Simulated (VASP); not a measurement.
Input of a VASP 6.6.1 run:

Contents of INCAR:

```
SYSTEM = CuI
ALGO = Normal ; EDIFF = 1E-6
ENCUT = 520 ; GGA = PE
ISIF = 2 ; ISMEAR = -1
LASPH = .True. ; LCHARG = .False.
LREAL = .False. ; LWAVE = .False.
NBANDS = 26 ; NELM = 100
PREC = Accurate ; SIGMA = 0.05
```

KPOINTS

```
k-points
0
Gamma
  7 7 4
  0 0 0
```

The input POSCAR:

```
CuI
1.0
    4.1440207334      0.0000000000      0.0000000000
    0.0000000000      4.1440207334      0.0000000000
    0.0000000000      0.0000000000      6.6376713220
I Cu
2 2
Direct
    0.0000000000      0.5000000000      0.7430343600
    0.5000000000      0.0000000000      0.2569656400
    0.0000000000      0.0000000000      0.0000000000
    0.5000000000      0.5000000000      0.0000000000
```

Potentials or basis: VASP PAW PBE potentials, release 64 (I, Cu).

Launch:

```console
$ cat potpaw_PBE.64/I/POTCAR potpaw_PBE.64/Cu/POTCAR > POTCAR
$ mpirun -np 1 vasp_std > vasp.out
```

(1) What does it give for the pressure?

(2) Predict the band gap on the k mesh.

(3) Predict the largest force.

## Answers

(1) -0.3 GPa.

(2) 1.55 eV.

(3) 0.166 eV/Å.

Caveat: spin-orbit coupling is left out, which moves the levels of the heavy elements; this functional lacks dispersion, which binds the layers, so the pressure and a relaxed spacing across them are unreliable.
